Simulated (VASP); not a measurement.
Crystal: SrO.

```
Sr O
1.0
     3.02809    0.00000    0.00000
     0.00000    3.10287    0.00000
     0.00000    0.00000    3.10287
Sr O
1 1
Direct
  0.00000 0.00000 0.00000
  0.50000 0.50000 0.50000
```

This cell differs from its parent crystal: uniaxial x strain -2.4%.

Program: VASP 6.6.1. Alike in all runs: task single point; potentials or basis VASP PAW PBE potentials, release 64 (Sr_sv, O); no spin polarisation; cell as given; cutoff (eV) 520.

Question: Order these runs on this cell by their band gap on the k mesh, lowest first.
A. level PBE; k mesh 8 × 8 × 8; smearing fermi-dirac 0.02 eV
B. level HSE06; k mesh 6 × 6 × 6; smearing gaussian 0.01 eV; grid for exact exchange (PRECFOCK) Normal; screening parameter 0.2079 1/Å
C. level r2SCAN; k mesh 8 × 8 × 8; smearing gaussian 0.01 eV

Answer: A (2.62 eV), C (3.11 eV), B (4.14 eV).

A k mesh can miss the band edges.
